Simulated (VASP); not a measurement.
Ru: relaxation of cell and atoms with revPBE

The system is Ru.

```
Ru
1.0
     0.00000    2.60500    2.60500
     2.60500    0.00000    2.60500
     2.60500    2.60500    0.00000
Ru
2
Direct
  0.00000 0.00000 0.00000
  0.25000 0.25000 0.25000
```

This isn't the form of Ru at room conditions, which is hcp.

```
Program                : VASP 6.6.1
Task                   : relaxation of cell and atoms
Functional             : revPBE
Potentials or basis    : VASP PAW PBE potentials, release 64 (Ru_pv)
Cutoff                 : 500 eV
k mesh                 : 6 × 6 × 6
Occupations            : fermi-dirac, width 0.1 eV
Spin                   : no spin polarisation
Target pressure        : 20 GPa
Dipole correction      : no
Further INCAR settings : ALGO = Normal; EDIFF = 1e-07; IBRION = 2; EDIFFG = -0.02; NSW = 80; ISIF = 3
```

```yaml
Relaxed_volume: 18.62 Å³/atom
Relaxed_cell: a = 3.748 Å, b = 3.748 Å, c = 3.748 Å, α = 60.00°, β = 60.00°, γ = 60.00°
Space_group_after_relaxing_to_0.1_Å: Fd-3m (No. 227)
Energy_change_on_relaxing_the_run_minimises_the_enthalpy: -157.0 meV/atom
Ionic_steps: 4
Pressure_after_relaxing: 19.9 GPa
Band_gap_on_the_k_mesh: zero (bands 14 and 15 overlap by 0.83 eV)
```

Step by step:
| step | energy change (eV) | largest force (eV/Å) | pressure (GPa) | volume (Å³) |
| --- | --- | --- | --- | --- |
| 1 | 0.0000 | 0.0000 | 34.16 | 35.36 |
| 2 | -0.4535 | 0.0000 | -8.89 | 43.97 |
| 3 | -0.3303 | 0.0000 | 19.06 | 37.37 |
| 4 | -0.3140 | 0.0000 | 19.94 | 37.24 |

Final structure:
```yaml
crystal:
  lattice:
    - [0.00000, 2.65044, 2.65044]
    - [2.65044, 0.00000, 2.65044]
    - [2.65044, 2.65044, 0.00000]
  atoms:
    - { symbol: Ru, position: [0.00000, 0.00000, 0.00000] }
    - { symbol: Ru, position: [0.25000, 0.25000, 0.25000] }
```

Levels at points of the mesh, in eV from the Fermi level:
| k point | band 11 | band 12 | band 13 | band 14 | band 15 | band 16 | band 17 | band 18 |
| --- | --- | --- | --- | --- | --- | --- | --- | --- |
| (0.00, 0.00, 0.00) | -3.50 | -3.50 | -0.51 | -0.51 | -0.51 | 2.10 | 2.10 | 10.90 |
| (0.50, 0.00, 0.00) | -3.81 | -3.38 | -0.44 | 0.27 | 0.27 | 1.58 | 1.58 | 3.39 |
| (0.50, 0.50, 0.00) | -1.45 | -1.45 | -1.39 | -1.39 | 1.90 | 1.90 | 3.65 | 3.65 |

It took 70 s on 1 thread of AMD EPYC 7R43 64-Core Processor (Zen 3), on a shared host, peak memory 0.12 GiB.

Caveat: the cell is relaxed towards a set pressure, so the run minimises the enthalpy, not the energy; the PAW data sets were made with another functional, which shifts forces and pressure a little.
